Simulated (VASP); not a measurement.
Wanted: the native input for a VASP 6.6.1 run.

```
Task                   : single point
Functional             : PBE
Potentials or basis    : VASP PAW PBE potentials, release 64 (Zn, S)
Cutoff                 : 520 eV
k mesh                 : 12 × 12 × 4
Occupations            : gaussian, width 0.05 eV
Spin                   : no spin polarisation
Dipole correction      : no
Further INCAR settings : ALGO = Normal; EDIFF = 1e-06; NBANDS = 26
```

The structure of ZnS lies in POSCAR:

```
ZnS
1.0
    3.8454929889      0.0000000000      0.0000000000
   -1.9227464944      3.3302946184      0.0000000000
    0.0000000000      0.0000000000      6.3053333047
Zn S
2 2
Direct
    0.2315035418      0.6157517709     -0.0139404395
    0.6666666667      0.3333333333      0.5052197899
    0.3333333333      0.6666666667      0.3797802101
    0.6666666667      0.3333333333      0.8797802101
```

This cell differs from its parent crystal: atom 1 (Zn) moved +0.360 Å towards its neighbour atom 4 (S) at 2.357 Å.

These files were run (other wordings do the same):

INCAR

```
ALGO = Normal
EDIFF = 1E-6
ENCUT = 520
GGA = PE
ISIF = 2
ISMEAR = 0
LASPH = True
LCHARG = False
LREAL = False
LWAVE = False
NBANDS = 26
NELM = 100
PREC = Accurate
SIGMA = 0.05
```

KPOINTS

```
k-points
0
Gamma
  12 12 4
```

Potentials or basis: VASP PAW PBE potentials, release 64 (Zn, S).

The run is started by

```sh
$ cat potpaw_PBE.64/Zn/POTCAR potpaw_PBE.64/S/POTCAR > POTCAR
$ mpirun -np 1 vasp_std > vasp.out
```

Results of the run:

```
Pressure               : 3.5 GPa
Largest force          : 4.537 eV/Å
Band gap on the k mesh : 2.01 eV, direct
```

Caveat: the cell differs from its parent crystal (atom 1 (Zn) moved +0.360 Å towards its neighbour atom 4 (S) at 2.357 Å); forces of over 1 eV/Å act on the atoms, so gaps and moduli don't describe the material at rest.

It took 120 s on 1 thread of Intel(R) Xeon(R) 6975P-C (Granite Rapids), with other jobs on the host, peak memory 0.4 GiB.
